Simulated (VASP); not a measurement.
# AgBr (Fm-3m) in VASP: a series of runs

The runs below take AgBr through single point, with PBE.

All numbers are computed with VASP 6.6.1; they aren't measurements. Logs are shortened: lines on timing, memory, paths and dates and some standing lists are left out, and cuts for length are marked.

## Step 1: The cell of the first run

It takes space group Fm-3m (No. 225, cubic). The conventional cell has a = 5.740 Å, b = 5.740 Å, c = 5.740 Å, α = 90.00°, β = 90.00°, γ = 90.00°. Within 3.8 Å of Ag (site symmetry m-3m) lie 6 Br at 2.87 Å. Within 3.8 Å of Br (site symmetry m-3m) lie 6 Ag at 2.87 Å.

## Step 2: Single point, PBE

INCAR reads:

```
SYSTEM = AgBr
  PREC = Accurate
  ENCUT = 500
  EDIFF = 1E-6
  ISMEAR = 0
  SIGMA = 0.01
  LREAL = .False.
  LASPH = .True.
  NELM = 120
  ALGO = Normal
  ISIF = 2
  LWAVE = .False.
  LCHARG = .False.
  GGA = PE
  NBANDS = 16
  GGA_COMPAT = .False.
```

KPOINTS reads:

```
regular mesh
0
Gamma
  4 4 4
  0 0 0
```

POSCAR reads:

```
AgBr
1.0
    0.0000000000      2.8701500000      2.8701500000
    2.8701500000      0.0000000000      2.8701500000
    2.8701500000      2.8701500000      0.0000000000
Ag Br
1 1
Direct
    0.0000000000      0.0000000000      0.0000000000
    0.5000000000      0.5000000000      0.5000000000
```

Potentials or basis: VASP PAW PBE potentials, release 64 (Ag, Br).

Started as:

```console
$ cat potpaw_PBE.64/Ag/POTCAR potpaw_PBE.64/Br/POTCAR > POTCAR
$ mpirun -np 1 vasp_std > vasp.out
```

OUTCAR:

```text
SYSTEM = AgBr
   PREC = Accurate
   ENCUT = 500
   EDIFF = 1E-6
   ISMEAR = 0
   LREAL = .False.
   LASPH = .True.
   NELM = 120
   ISIF = 2
   GGA = PE

 ion  position               nearest neighbor table
   1  0.000  0.000  0.000-   2 2.87   2 2.87   2 2.87   2 2.87   2 2.87   2 2.87
   2  0.500  0.500  0.500-   1 2.87   1 2.87   1 2.87   1 2.87   1 2.87   1 2.87

  LATTYP: Found a face centered cubic cell.
 ALAT       =     5.7403000000

  Lattice vectors:

 A1 = (   0.0000000000,   2.8701500000,   2.8701500000)
 A2 = (   2.8701500000,   0.0000000000,   2.8701500000)
 A3 = (   2.8701500000,   2.8701500000,   0.0000000000)

Analysis of symmetry for initial positions (statically):
=====================================================================
 Subroutine PRICEL returns:
 Original cell was already a primitive cell.

 Routine SETGRP: Setting up the symmetry group for a
 face centered cubic supercell.

 Subroutine GETGRP returns: Found 48 space group operations
 (whereof 48 operations were pure point group operations)
 out of a pool of 48 trial point group operations.

The static configuration has the point symmetry O_h .

Analysis of symmetry for dynamics (positions and initial velocities):
=====================================================================
 Subroutine PRICEL returns:
 Original cell was already a primitive cell.

 Routine SETGRP: Setting up the symmetry group for a
 face centered cubic supercell.

 Subroutine GETGRP returns: Found 48 space group operations
 (whereof 48 operations were pure point group operations)
 out of a pool of 48 trial point group operations.

The dynamic configuration has the point symmetry O_h .

 Subroutine INISYM returns: Found 48 space group operations
 (whereof 48 operations are pure point group operations),
 and found     1 'primitive' translations

----------------------------------------------------------------------------------------

                                     Primitive cell

  volume of cell :      47.2872

  direct lattice vectors                    reciprocal lattice vectors
     0.000000000  2.870150000  2.870150000    -0.174206923  0.174206923  0.174206923
     2.870150000  0.000000000  2.870150000     0.174206923 -0.174206923  0.174206923
     2.870150000  2.870150000  0.000000000     0.174206923  0.174206923 -0.174206923

  length of vectors
     4.059005056  4.059005056  4.059005056     0.301735242  0.301735242  0.301735242

  position of ions in fractional coordinates (direct lattice)
     0.000000000  0.000000000  0.000000000
     0.500000000  0.500000000  0.500000000

[... 61 lines left out ...]
   EDIFFG = 0.1E-04   stopping-criterion for IOM
   NSW    =      0    number of steps for IOM
   IBRION =     -1    ionic relax: 0-MD 1-quasi-New 2-CG
   NFREE  =      0    steps in history (QN), initial steepest desc. (CG)
   ISIF   =      2    stress and relaxation
   ISYM   =      2    0-nonsym 1-usesym 2-fastsym
   POTIM  = 0.5000    time-step for ionic-motion
   TEBEG  =    0.0;   TEEND  =   0.0 temperature during run
   PSTRESS=    0.0 pullay stress
   NELECT =      18.0000    total number of electrons
   NUPDOWN=      -1.0000    fix difference up-down
   EMIN   =  10.00;   EMAX   =-10.00  energy-range for DOS
   EFERMI =   0.00;   METHOD = LEGACY
   ISMEAR =     0;   SIGMA  =   0.01  broadening in eV -4-tet -1-fermi 0-gaus
   EFERMI_NEDOS =   21; number of points for ismear=-14 and -15
   IALGO  =     38    algorithm
   IMIX   =      4    mixing-type and parameters
     AMIX     =   0.40;   BMIX     =  1.00
     AMIX_MAG =   1.60;   BMIX_MAG =  1.00
  volume/ion in A,a.u.               =      23.64       159.55
  Fermi-wavevector in a.u.,A,eV,Ry     =   1.186454  2.242074 19.152570  1.407674
  Thomas-Fermi vector in A             =   2.322627
   LORBIT       =      0    0 simple, 1 ext, 2 COOP (PROOUT), +10 PAW based schemes
   GGA     = PE    functional components
   LHFCALC =     F    Hartree Fock is set to
   AEXX    =    0.0000 exact exchange contribution
   IVDW    =     0    specifies the selected vdW correction
   LEPSILON=     F    determine dielectric tensor
   LRPA    =     F    only Hartree local field effects (RPA)
 non-spin polarized calculation
 Gauss-broadening in eV      SIGMA  =   0.01
  energy-cutoff  :      500.00
  volume of cell :       47.29
 maximum number of plane-waves:      1243
 NGX is ok and might be reduce to    30
   NGX = 15   NGY = 15   NGZ = 15

 number of electron      18.0000002 magnetization

 Free energy of the ion-electron system (eV)
  ---------------------------------------------------
  ext. energy  EPLUGINS =         0.00000000
  ---------------------------------------------------
  free energy    TOTEN  =        -4.95863147 eV

  energy without entropy =       -4.95863147  energy(sigma->0) =       -4.95863147

 E-fermi :   3.6960     XC(G=0):  -9.8553

 val. band max:        3.6337909036   @ k =   0.5000   0.0000   0.0000
 cond. band min:       4.2991104557   @ k =   0.0000   0.0000   0.0000
 fundamental gap:      0.6653195521
 Fermi energy:         3.6959550735

 k-point     1 :       0.0000    0.0000    0.0000
  band No.  band energies     occupation
      1     -11.4403      2.00000
      2       0.8251      2.00000
      3       0.8251      2.00000
      4       0.8251      2.00000
      5       0.8266      2.00000
      6       0.8266      2.00000
[... 129 lines left out ...]
      3      -0.3212      2.00000
      4      -0.3212      2.00000
      5       1.2362      2.00000
      6       1.2500      2.00000
[... 8 lines left out ...]
     15      16.4635      0.00000
     16      18.4680      0.00000

------------------------ aborting loop because EDIFF is reached ----------------------------------------

  FORCE on cell =-STRESS in cart. coord.  units (eV):
  Direction    XX          YY          ZZ          XY          YZ          ZX
  --------------------------------------------------------------------------------------
  -------------------------------------------------------------------------------------
  Total        0.7578653      0.7578653      0.7578653     -0.0000000     -0.0000000     -0.0000000
  in kB       25.6778593     25.6778593     25.6778593     -0.0000000     -0.0000000     -0.0000000
  external PRESSURE =      25.6778593 kB  Pullay stress =       0.0000000 kB

 VOLUME and BASIS-vectors are now :
 -----------------------------------------------------------------------------
  energy-cutoff  :      500.00
  volume of cell :       47.29
      direct lattice vectors                 reciprocal lattice vectors
     0.000000000  2.870150000  2.870150000    -0.174206923  0.174206923  0.174206923
     2.870150000  0.000000000  2.870150000     0.174206923 -0.174206923  0.174206923
     2.870150000  2.870150000  0.000000000     0.174206923  0.174206923 -0.174206923

 POSITION                                       TOTAL-FORCE (eV/Angst)
 -----------------------------------------------------------------------------------
      0.00000      0.00000      0.00000         0.000000      0.000000      0.000000
      2.87015      2.87015      2.87015         0.000000     -0.000000     -0.000000
 -----------------------------------------------------------------------------------
    total drift:                               -0.000000      0.000000      0.000000

  FREE ENERGIE OF THE ION-ELECTRON SYSTEM (eV)
  ---------------------------------------------------
  free  energy   TOTEN  =        -4.9586314687 eV

  energy  without entropy=       -4.9586314687  energy(sigma->0) =       -4.95863147
```

OSZICAR:

```text
N       E                     dE             d eps       ncg     rms          rms(c)
DAV:   1     0.890241889565E+02    0.89024E+02   -0.81227E+03   264   0.961E+02
DAV:   2    -0.202951602069E+01   -0.91054E+02   -0.85384E+02   312   0.207E+02
DAV:   3    -0.506356238721E+01   -0.30340E+01   -0.30301E+01   328   0.387E+01
DAV:   4    -0.507949132646E+01   -0.15929E-01   -0.15928E-01   328   0.296E+00
DAV:   5    -0.507965239470E+01   -0.16107E-03   -0.16107E-03   344   0.291E-01    0.586E+00
DAV:   6    -0.496354317052E+01    0.11611E+00   -0.18423E-01   320   0.587E+00    0.388E+00
DAV:   7    -0.495847364129E+01    0.50695E-02   -0.58023E-02   272   0.160E+00    0.155E+00
DAV:   8    -0.495857186154E+01   -0.98220E-04   -0.42337E-03   304   0.636E-01    0.253E-01
DAV:   9    -0.495860401310E+01   -0.32152E-04   -0.51441E-04   296   0.232E-01    0.328E-02
DAV:  10    -0.495862459502E+01   -0.20582E-04   -0.34671E-05   312   0.796E-02    0.185E-02
DAV:  11    -0.495863171055E+01   -0.71155E-05   -0.14118E-05   288   0.296E-02    0.684E-03
DAV:  12    -0.495863146871E+01    0.24185E-06   -0.47238E-07   256   0.612E-03
   1 F= -.49586315E+01 E0= -.49586315E+01  d E =-.116282E-19
```

Run time: 9.3 s. Hardware: 1 thread of AMD EPYC 7R43 (Zen 3), shared host; peak memory 0.13 GiB.

Results:

```
Free energy            : -4.9586 eV
Pressure               : 2.6 GPa
Band gap on the k mesh : 0.67 eV, indirect (least direct gap 2.60 eV)
```

Caveat: the k points lie up to 0.47 Å⁻¹ apart.

## Step 3: Single point, PBE

This run uses another cell than the first one, of 25.05 Å³/atom, 1.059 times its volume.

INCAR reads:

```
SYSTEM = AgBr
PREC = Accurate ; ENCUT = 500
EDIFF = 1E-6 ; ISMEAR = 0
SIGMA = 0.01 ; LREAL = .FALSE.
LASPH = .TRUE. ; NELM = 120
ALGO = Normal ; ISIF = 2
LWAVE = .FALSE. ; LCHARG = .FALSE.
GGA = PE ; NBANDS = 16
GGA_COMPAT = .FALSE.
```

KPOINTS reads:

```
Automatic mesh
0
G
  4 4 4
  0 0 0
```

POSCAR reads:

```
AgBr
1.0
    0.0000000000      2.9258179871      2.9258179871
    2.9258179871      0.0000000000      2.9258179871
    2.9258179871      2.9258179871      0.0000000000
Ag Br
1 1
Direct
    0.0000000000      0.0000000000      0.0000000000
    0.5000000000      0.5000000000      0.5000000000
```

Potentials or basis: VASP PAW PBE potentials, release 64 (Ag, Br).

Started as:

```console
$ cat potpaw_PBE.64/Ag/POTCAR potpaw_PBE.64/Br/POTCAR > POTCAR
$ mpirun -np 1 vasp_std > vasp.out
```

Wall time 9.9 s (1 thread of AMD EPYC 7R43 (Zen 3), shared host); peak memory 0.13 GiB.

The run converged. Its results:

```yaml
Free_energy: -4.9798 eV
Pressure: 0.0 GPa
Band_gap_on_the_k_mesh: 0.68 eV, indirect (least direct gap 2.41 eV)
```

Levels at points of the mesh, in eV from the valence-band top:
```
           k point  band 5  band 6  band 7  band 8  band 9  band 10  band 11  band 12  band 13  band 14
(0.00, 0.00, 0.00)   -2.57   -2.57   -1.73   -1.73   -1.73     0.68     9.92     9.92     9.92    11.26
(0.50, 0.00, 0.00)   -2.31   -2.31   -1.99    0.00    0.00     3.89     6.26     6.86     6.86    12.11
(0.50, 0.50, 0.00)   -2.55   -2.44   -2.22   -2.22   -2.15     1.71     7.15     8.84    10.76    10.76
```

Caveat: the k points lie up to 0.46 Å⁻¹ apart. A k mesh can miss the band edges.
